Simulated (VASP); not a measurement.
Input of a VASP 6.6.1 run:

File INCAR:

```
SYSTEM = Al2O3
PREC = Accurate
ENCUT = 520
EDIFF = 1E-6
ISMEAR = 0
SIGMA = 0.01
LREAL = .FALSE.
LASPH = .TRUE.
NELM = 100
ALGO = Normal
ISIF = 2
LWAVE = .FALSE.
LCHARG = .FALSE.
NBANDS = 20
```

The input KPOINTS:

```
Automatic mesh
0
G
  12 12 4
  0 0 0
```

File POSCAR:

```
Al2O3
1.0
    3.0174825440      0.0000000000      0.0000000000
   -1.5087412720      2.6132165386      0.0000000000
    0.0000000000      0.0000000000      7.5746360022
Al O
2 3
Direct
    0.0000000000      0.0000000000      0.7220490000
    0.0000000000      0.0000000000      0.2779510000
    0.0000000000      0.0000000000      0.5000000000
    0.6666666667      0.3333333333      0.8005460000
    0.3333333333      0.6666666667      0.1994540000
```

Potentials or basis: VASP PAW LDA potentials, release 64 (Al, O).

Launch:

```console
$ cat potpaw_LDA.64/Al/POTCAR potpaw_LDA.64/O/POTCAR > POTCAR
$ mpirun -np 1 vasp_std > vasp.out
```

Q: What does it give for the pressure?

A: -7.6 GPa.

Q: Predict the band gap on the k mesh.

A: 2.19 eV.

Q: Estimate the largest force.

A: 0.430 eV/Å.

Forces on the atoms (eV/Å):
```
Al   0.000  0.000 -0.113
Al   0.000  0.000  0.113
O    0.000  0.000  0.000
O    0.000  0.000 -0.430
O    0.000  0.000  0.430
```

Caveat: the cell stands under tension. A k mesh can miss the band edges.
